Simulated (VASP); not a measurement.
A run of VASP 6.6.1 is set up as follows.

Contents of INCAR:

```
  PREC = Accurate
  ENCUT = 520
  EDIFF = 1E-7
  ISMEAR = 0
  SIGMA = 0.01
  LREAL = False
  LASPH = True
  NELM = 80
  ALGO = Normal
  ISIF = 2
  LWAVE = False
  LCHARG = False
  GGA = PE
  NBANDS = 15
```

KPOINTS

```
regular mesh
0
Gamma
  6 6 6
```

POSCAR

```
MgI2
1.0
    2.0786779653      1.2001252828      6.8923459395
   -2.0786779653      1.2001252828      6.8923459395
    0.0000000000     -2.4002505656      6.8923459395
Mg I
1 2
Direct
    0.0000000000      0.0000000000      0.0000000000
    0.2526882635      0.2526882635      0.2526882635
    0.7473117365      0.7473117365      0.7473117365
```

Potentials or basis: VASP PAW PBE potentials, release 64 (Mg, I).

The run is started by

```console
$ cat potpaw_PBE.64/Mg/POTCAR potpaw_PBE.64/I/POTCAR > POTCAR
$ mpirun -np 1 vasp_std > vasp.out
```

Q: What does it give for the pressure?

A: 1.1 GPa.

Q: Estimate the band gap on the k mesh.

A: 3.25 eV, indirect (least direct gap 3.66 eV).

Stress tensor (GPa, compression positive):
```
1.00 0.00 0.00
0.00 1.00 0.00
0.00 0.00 1.22
```

Caveat: spin-orbit coupling is left out, which moves the levels of the heavy elements. A hybrid or GW would open this gap; PBE tends to underestimate it.
